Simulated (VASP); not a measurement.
# Cs (Im-3m) in VASP: a series of runs

Cs is run at these levels: PBE; tasks: single point.

Program: VASP 6.6.1. These are calculated values, not measurements. Logs are shortened: lines on timing, memory, paths and dates and some standing lists are left out, and cuts for length are marked.

## Step 1: The cell of the first run

Symmetry: Im-3m, No. 229, cubic system. The conventional cell has a = 6.158 Å, b = 6.158 Å, c = 6.158 Å, α = 90.00°, β = 90.00°, γ = 90.00°.

## Step 2: Single point, PBE

The input, INCAR:

```
PREC = Accurate
ENCUT = 520
EDIFF = 1E-7
ISMEAR = 0
SIGMA = 0.1
LREAL = F
LASPH = T
NELM = 100
ALGO = Normal
ISIF = 2
LWAVE = F
LCHARG = T
GGA = PE
LELF = T
LVHAR = T
NBANDS = 10
```

The input, KPOINTS:

```
regular mesh
0
Gamma
  10 10 10
```

The input, POSCAR:

```
Cs
1.0
   -3.0789623453      3.0789623453      3.0789623453
    3.0789623453     -3.0789623453      3.0789623453
    3.0789623453      3.0789623453     -3.0789623453
Cs
1
Direct
    0.0000000000      0.0000000000      0.0000000000
```

Potentials or basis: VASP PAW PBE potentials, release 64 (Cs_sv).

Command:

```bash
$ cat potpaw_PBE.64/Cs_sv/POTCAR > POTCAR
$ mpirun -np 1 vasp_std > vasp.out
```

OUTCAR:

```text
PREC = Accurate
   ENCUT = 520
   EDIFF = 1E-7
   ISMEAR = 0
   LREAL = F
   LASPH = T
   NELM = 100
   ISIF = 2
   GGA = PE

 ion  position               nearest neighbor table
   1  0.000  0.000  0.000-

  LATTYP: Found a body centered cubic cell.
 ALAT       =     6.1579246906

  Lattice vectors:

 A1 = (  -3.0789623453,   3.0789623453,   3.0789623453)
 A2 = (   3.0789623453,  -3.0789623453,   3.0789623453)
 A3 = (   3.0789623453,   3.0789623453,  -3.0789623453)

Analysis of symmetry for initial positions (statically):
=====================================================================
 Subroutine PRICEL returns:
 Original cell was already a primitive cell.

 Routine SETGRP: Setting up the symmetry group for a
 body centered cubic supercell.

 Subroutine GETGRP returns: Found 48 space group operations
 (whereof 48 operations were pure point group operations)
 out of a pool of 48 trial point group operations.

The static configuration has the point symmetry O_h .

Analysis of symmetry for dynamics (positions and initial velocities):
=====================================================================
 Subroutine PRICEL returns:
 Original cell was already a primitive cell.

 Routine SETGRP: Setting up the symmetry group for a
 body centered cubic supercell.

 Subroutine GETGRP returns: Found 48 space group operations
 (whereof 48 operations were pure point group operations)
 out of a pool of 48 trial point group operations.

The dynamic configuration has the point symmetry O_h .

 Subroutine INISYM returns: Found 48 space group operations
 (whereof 48 operations are pure point group operations),
 and found     1 'primitive' translations

----------------------------------------------------------------------------------------

                                     Primitive cell

  volume of cell :     116.7544

  direct lattice vectors                    reciprocal lattice vectors
    -3.078962345  3.078962345  3.078962345     0.000000000  0.162392372  0.162392372
     3.078962345 -3.078962345  3.078962345     0.162392372  0.000000000  0.162392372
     3.078962345  3.078962345 -3.078962345     0.162392372  0.162392372  0.000000000

  length of vectors
     5.332919217  5.332919217  5.332919217     0.229657496  0.229657496  0.229657496

  position of ions in fractional coordinates (direct lattice)
     0.000000000  0.000000000  0.000000000

  ion indices of the primitive-cell ions
   primitive index   ion index
                 1           1

----------------------------------------------------------------------------------------

 KPOINTS: regular mesh

Automatic generation of k-mesh.
 Grid dimensions read from file:
 generate k-points for:   10   10   10

 Generating k-lattice:

  Cartesian coordinates                     Fractional coordinates (reciprocal lattice)
     0.000000000  0.016239237  0.016239237     0.100000000  0.000000000  0.000000000
     0.016239237  0.000000000  0.016239237     0.000000000  0.100000000  0.000000000
     0.016239237  0.016239237  0.000000000     0.000000000  0.000000000  0.100000000

  Length of vectors
     0.022965750  0.022965750  0.022965750

  Shift w.r.t. Gamma in fractional coordinates (k-lattice)
     0.000000000  0.000000000  0.000000000

 Subroutine IBZKPT returns following result:
 ===========================================

 Found     47 irreducible k-points:

 Following reciprocal coordinates:
            Coordinates               Weight
  0.000000  0.000000  0.000000      1.000000
  0.100000  0.000000  0.000000     12.000000
  0.200000  0.000000  0.000000     12.000000
  0.300000  0.000000  0.000000     12.000000
  0.400000  0.000000  0.000000     12.000000
  0.500000  0.000000  0.000000      6.000000
[... 16 lines left out ...]
  0.300000  0.300000  0.100000      8.000000
 -0.300000  0.300000  0.100000     24.000000
 [... further k-points ...]
   k-points           NKPTS =     47   k-points in BZ     NKDIM =     47   number of bands    NBANDS=     10
   number of dos      NEDOS =    301   number of ions     NIONS =      1
   total plane-waves  NPLWV =  64000
   dimension x,y,z NGX =    40 NGY =   40 NGZ =   40
   dimension x,y,z NGXF=    80 NGYF=   80 NGZF=   80
   ions per type =               1
   NGX,Y,Z   is equivalent  to a cutoff of  12.47, 12.47, 12.47 a.u.
   NGXF,Y,Z  is equivalent  to a cutoff of  24.94, 24.94, 24.94 a.u.
 SYSTEM =  unknown system
   PREC   = accura    normal or accurate (medium, high low for compatibility)
   ISTART =      0    job   : 0-new  1-cont  2-samecut
   ICHARG =      2    charge: 1-file 2-atom 10-const
   ISPIN  =      1    spin polarized calculation?
   LNONCOLLINEAR =      F non collinear calculations
   LSORBIT =      F    spin-orbit coupling
   LASPH  =      T    aspherical Exc in radial PAW
   ENCUT  =  520.0 eV  38.22 Ry    6.18 a.u.   9.92  9.92  9.92*2*pi/ulx,y,z
   NELM   =    100;   NELMIN=  2; NELMDL= -5     # of ELM steps
   EDIFF  = 0.1E-06   stopping-criterion for ELM
   LREAL  =      F    real-space projection
   EDIFFG = 0.1E-05   stopping-criterion for IOM
   NSW    =      0    number of steps for IOM
   IBRION =     -1    ionic relax: 0-MD 1-quasi-New 2-CG
   NFREE  =      0    steps in history (QN), initial steepest desc. (CG)
   ISIF   =      2    stress and relaxation
   ISYM   =      2    0-nonsym 1-usesym 2-fastsym
   POTIM  = 0.5000    time-step for ionic-motion
   TEBEG  =    0.0;   TEEND  =   0.0 temperature during run
   PSTRESS=    0.0 pullay stress
   NELECT =       9.0000    total number of electrons
   NUPDOWN=      -1.0000    fix difference up-down
   EMIN   =  10.00;   EMAX   =-10.00  energy-range for DOS
   EFERMI =   0.00;   METHOD = LEGACY
   ISMEAR =     0;   SIGMA  =   0.10  broadening in eV -4-tet -1-fermi 0-gaus
   EFERMI_NEDOS =   21; number of points for ismear=-14 and -15
   IALGO  =     38    algorithm
   IMIX   =      4    mixing-type and parameters
     AMIX     =   0.40;   BMIX     =  1.00
     AMIX_MAG =   1.60;   BMIX_MAG =  1.00
  volume/ion in A,a.u.               =     116.75       787.90
  Fermi-wavevector in a.u.,A,eV,Ry     =   0.696730  1.316629  6.604716  0.485433
  Thomas-Fermi vector in A             =   1.779861
   LORBIT       =      0    0 simple, 1 ext, 2 COOP (PROOUT), +10 PAW based schemes
   GGA     = PE    functional components
   LHFCALC =     F    Hartree Fock is set to
   AEXX    =    0.0000 exact exchange contribution
   IVDW    =     0    specifies the selected vdW correction
   LEPSILON=     F    determine dielectric tensor
   LRPA    =     F    only Hartree local field effects (RPA)
 non-spin polarized calculation
 Gauss-broadening in eV      SIGMA  =   0.10
  energy-cutoff  :      520.00
  volume of cell :      116.75
 maximum number of plane-waves:      3252
   NGX = 19   NGY = 19   NGZ = 19

 number of electron       9.0000002 magnetization

 Free energy of the ion-electron system (eV)
  ---------------------------------------------------
  ext. energy  EPLUGINS =         0.00000000
  ---------------------------------------------------
  free energy    TOTEN  =        -0.85137763 eV

  energy without entropy =       -0.84214041  energy(sigma->0) =       -0.84675902

 E-fermi :   0.4221     XC(G=0):  -5.3693

 val. band max:        0.3853181853   @ k =  -0.3000   0.3000   0.3000
 cond. band min:       0.4377811610   @ k =   0.3000   0.2000   0.0000
 fundamental gap:      0.0524629757
 Fermi energy:         0.4221202725

 k-point     1 :       0.0000    0.0000    0.0000
  band No.  band energies     occupation
      1     -23.4501      2.00000
      2     -10.1954      2.00000
      3     -10.1954      2.00000
      4     -10.1954      2.00000
      5      -1.2465      2.00000
      6       2.8997      0.00000
      7       2.8997      0.00000
      8       2.8997      0.00000
      9       3.7467      0.00000
     10       3.7467      0.00000

 k-point     2 :       0.1000    0.0000    0.0000
  band No.  band energies     occupation
      1     -23.4495      2.00000
      2     -10.2083      2.00000
      3     -10.1996      2.00000
      4     -10.1954      2.00000
      5      -1.1377      2.00000
      6       2.7823      0.00000
      7       2.7920      0.00000
      8       3.0084      0.00000
      9       3.5806      0.00000
     10       3.7273      0.00000

 k-point     3 :       0.2000    0.0000    0.0000
  band No.  band energies     occupation
      1     -23.4480      2.00000
      2     -10.2415      2.00000
      3     -10.2105      2.00000
      4     -10.1955      2.00000
      5      -0.8264      2.00000
      6       2.3913      0.00000
      7       2.5304      0.00000
      8       3.3298      0.00000
      9       3.5428      0.00000
     10       3.7196      0.00000

 k-point     4 :       0.3000    0.0000    0.0000
  band No.  band energies     occupation
      1     -23.4461      2.00000
      2     -10.2817      2.00000
      3     -10.2239      2.00000
      4     -10.1955      2.00000
      5      -0.3608      2.00000
      6       1.9082      0.00000
      7       2.2852      0.00000
      8       3.6536      0.00000
      9       3.7996      0.00000
     10       3.8486      0.00000

 k-point     5 :       0.4000    0.0000    0.0000
  band No.  band energies     occupation
      1     -23.4445      2.00000
      2     -10.3135      2.00000
      3     -10.2347      2.00000
      4     -10.1955      2.00000
      5       0.1580      1.99981
      6       1.4975      0.00000
      7       2.1193      0.00000
      8       3.6538      0.00000
      9       3.9975      0.00000
     10       4.5326      0.00000

 k-point     6 :       0.5000    0.0000    0.0000
  band No.  band energies     occupation
      1     -23.4439      2.00000
      2     -10.3255      2.00000
      3     -10.2388      2.00000
      4     -10.1955      2.00000
      5       0.4581      0.61092
      6       1.2733      0.00000
      7       2.0615      0.00000
      8       3.5790      0.00000
      9       4.1891      0.00000
     10       4.7174      0.00000
[... 183 lines left out ...]
 k-point    21 :       0.3000    0.2000    0.1000
  band No.  band energies     occupation
      1     -23.4437      2.00000
      2     -10.2984      2.00000
      3     -10.2534      2.00000
      4     -10.2185      2.00000
      5       0.8405      0.00000
      6       1.3796      0.00000
      7       1.6596      0.00000
      8       3.4631      0.00000
      9       4.0824      0.00000
     10       4.2329      0.00000

 k-point    22 :      -0.2000    0.2000    0.1000
  band No.  band energies     occupation
      1     -23.4474      2.00000
      2     -10.2415      2.00000
      3     -10.2149      2.00000
      4     -10.2058      2.00000
      5      -0.7243      2.00000
      6       2.4173      0.00000
      7       2.5828      0.00000
      8       3.0377      0.00000
      9       3.3020      0.00000
     10       4.0573      0.00000

 k-point    23 :       0.3000    0.3000    0.1000
  band No.  band energies     occupation
      1     -23.4435      2.00000
      2     -10.2773      2.00000
      3     -10.2773      2.00000
      4     -10.2226      2.00000
      5       1.3026      0.00000
      6       1.3363      0.00000
      7       1.3363      0.00000
      8       3.2362      0.00000
      9       4.1430      0.00000
     10       4.1430      0.00000

 k-point    24 :      -0.3000    0.3000    0.1000
  band No.  band energies     occupation
      1     -23.4456      2.00000
      2     -10.2799      2.00000
      3     -10.2285      2.00000
      4     -10.2053      2.00000
      5      -0.2650      2.00000
      6       1.9133      0.00000
      7       2.3609      0.00000
      8       3.1480      0.00000
      9       3.8123      0.00000
     10       4.0909      0.00000

 [... further k-points ...]

------------------------ aborting loop because EDIFF is reached ----------------------------------------

  FORCE on cell =-STRESS in cart. coord.  units (eV):
  Direction    XX          YY          ZZ          XY          YZ          ZX
  --------------------------------------------------------------------------------------
  -------------------------------------------------------------------------------------
  Total       -0.0008373     -0.0008373     -0.0008373      0.0000000     -0.0000000      0.0000000
  in kB       -0.0114897     -0.0114897     -0.0114897      0.0000000     -0.0000000      0.0000000
  external PRESSURE =      -0.0114897 kB  Pullay stress =       0.0000000 kB

 VOLUME and BASIS-vectors are now :
 -----------------------------------------------------------------------------
  energy-cutoff  :      520.00
  volume of cell :      116.75
      direct lattice vectors                 reciprocal lattice vectors
    -3.078962345  3.078962345  3.078962345     0.000000000  0.162392372  0.162392372
     3.078962345 -3.078962345  3.078962345     0.162392372  0.000000000  0.162392372
     3.078962345  3.078962345 -3.078962345     0.162392372  0.162392372  0.000000000

 POSITION                                       TOTAL-FORCE (eV/Angst)
 -----------------------------------------------------------------------------------
      0.00000      0.00000      0.00000         0.000000      0.000000      0.000000
 -----------------------------------------------------------------------------------
    total drift:                               -0.000000     -0.000000     -0.000000

  FREE ENERGIE OF THE ION-ELECTRON SYSTEM (eV)
  ---------------------------------------------------
  free  energy   TOTEN  =        -0.8513776302 eV

  energy  without entropy=       -0.8421404092  energy(sigma->0) =       -0.84675902
```

Wall time 26 s (1 thread of Intel Xeon Platinum 8488C (Sapphire Rapids), shared host); peak memory 0.25 GiB.

What came out:

```
Free energy            : -0.8514 eV
Pressure               : 0.0 GPa
Band gap on the k mesh : zero (an odd number of electrons rules out a gap without spin polarisation)
```

Levels at points of the mesh, in eV from the Fermi level:
| k point | band 1 | band 2 | band 3 | band 4 | band 5 | band 6 | band 7 | band 8 | band 9 |
| --- | --- | --- | --- | --- | --- | --- | --- | --- | --- |
| (0.00, 0.00, 0.00) | -23.87 | -10.62 | -10.62 | -10.62 | -1.67 | 2.48 | 2.48 | 2.48 | 3.32 |
| (0.50, 0.00, 0.00) | -23.87 | -10.75 | -10.66 | -10.62 | 0.04 | 0.85 | 1.64 | 3.16 | 3.77 |
| (0.50, 0.50, 0.50) | -23.86 | -10.71 | -10.71 | -10.71 | 0.65 | 0.65 | 2.97 | 2.97 | 2.97 |

Caveat: spin-orbit coupling is left out, which moves the levels of the heavy elements.

## Step 3: Single point, PBE

The input, INCAR:

```
SYSTEM = Cs
ALGO = Fast ; EDIFF = 1E-6
ENCUT = 520 ; GGA = PE
ISIF = 2 ; ISMEAR = 0
ISYM = 0 ; LASPH = .True.
LCHARG = .False. ; LREAL = .False.
LWAVE = .False. ; NBANDS = 10
NELM = 100 ; PREC = Accurate
SIGMA = 0.1
```

The input, KPOINTS:

```
k-points
0
Gamma
  7 7 8
  0 0 0
```

The input, POSCAR:

```
Cs
1.0
    5.3329192166      0.0000000000      0.0000000000
   -1.7776397389      5.0279244554      0.0000000000
    1.7776397389      2.5139622277      4.3543103067
Cs
1
Direct
    0.0000000000      0.0000000000      0.0000000000
```

Potentials or basis: VASP PAW PBE potentials, release 64 (Cs_sv).

Command:

```bash
$ cat potpaw_PBE.64/Cs_sv/POTCAR > POTCAR
$ mpirun -np 1 vasp_std > vasp.out
```

Wall time 84 s (1 thread of Intel Xeon Platinum 8488C (Sapphire Rapids), shared host); peak memory 0.38 GiB.

Results (log left out):

- Free energy: -0.8551 eV
- Pressure: 0.0 GPa
- Band gap on the k mesh: zero (an odd number of electrons rules out a gap without spin polarisation)

Levels at points of the mesh, in eV from the Fermi level:
```
           k point  band 2  band 3  band 4  band 5  band 6  band 7
(0.00, 0.00, 0.00)  -10.61  -10.61  -10.61   -1.67    2.48    2.48
(0.00, 0.00, 0.50)  -10.74  -10.66  -10.61    0.04    0.85    1.64
```

Caveat: spin-orbit coupling is left out, which moves the levels of the heavy elements.
